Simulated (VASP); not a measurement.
## SiNi3: single point with PBE

SiNi3:

```xyz
4
Lattice="3.5063 0.0000 0.0657 0.0000 3.5063 0.0000 0.0657 0.0000 3.5063" Properties=species:S:1:pos:R:3 pbc="T T T"
Si    0.0000    0.0000    0.0000
Ni    0.0329    1.7531    1.7531
Ni    1.7860    0.0000    1.7860
Ni    1.7531    1.7531    0.0329
```

This cell differs from its parent crystal: strain +0.0375 x Voigt [0, 0, 0, 0, 1, 0].

| Item | Value |
| --- | --- |
| Program | VASP 6.6.1 |
| Task | single point |
| Functional | PBE |
| Potentials or basis | VASP PAW PBE potentials, release 64 (Si, Ni) |
| Cutoff | 520 eV |
| k mesh | 14 × 14 × 14 |
| Occupations | gaussian, width 0.15 eV |
| Spin | no spin polarisation |
| Dipole correction | no |
| Further INCAR settings | ALGO = Fast; EDIFF = 1e-06; NBANDS = 25 |

```
Pressure               : 0.2 GPa
Band gap on the k mesh : zero (band 17 reaches 10.70 eV, above the bottom of band 18 at 10.42 eV)
```

Stress tensor (GPa, compression positive):
```
 0.39  0.00 -4.89
 0.00 -0.21  0.00
-4.89  0.00  0.39
```

Levels at points of the mesh, in eV from the Fermi level:
| k point | band 15 | band 16 | band 17 | band 18 | band 19 | band 20 |
| --- | --- | --- | --- | --- | --- | --- |
| (0.00, 0.00, 0.00) | -0.64 | -0.32 | 0.00 | 0.02 | 0.02 | 4.82 |
| (0.50, 0.00, 0.00) | -1.17 | -0.57 | 0.01 | 3.57 | 3.59 | 4.84 |
| (0.00, 0.50, 0.00) | -1.16 | -0.57 | 0.02 | 3.45 | 3.72 | 5.17 |
| (0.50, 0.50, 0.00) | -1.13 | -1.03 | -0.97 | 0.63 | 0.63 | 5.55 |
| (0.50, 0.00, 0.50) | -1.14 | -1.03 | -0.94 | 0.50 | 0.77 | 5.56 |
| (0.50, 0.50, 0.50) | -1.24 | -0.39 | -0.29 | -0.23 | -0.17 | 1.19 |

Run time: 13 min on 1 thread of Intel(R) Xeon(R) Platinum 8259CL CPU @ 2.50GHz (Skylake/Cascade Lake), on a shared host, peak memory 0.48 GiB.

Caveat: the cell differs from its parent crystal (strain +0.0375 x Voigt [0, 0, 0, 0, 1, 0]). Spin polarisation is off, so any magnetic state and its effect on volume and gap are missing.
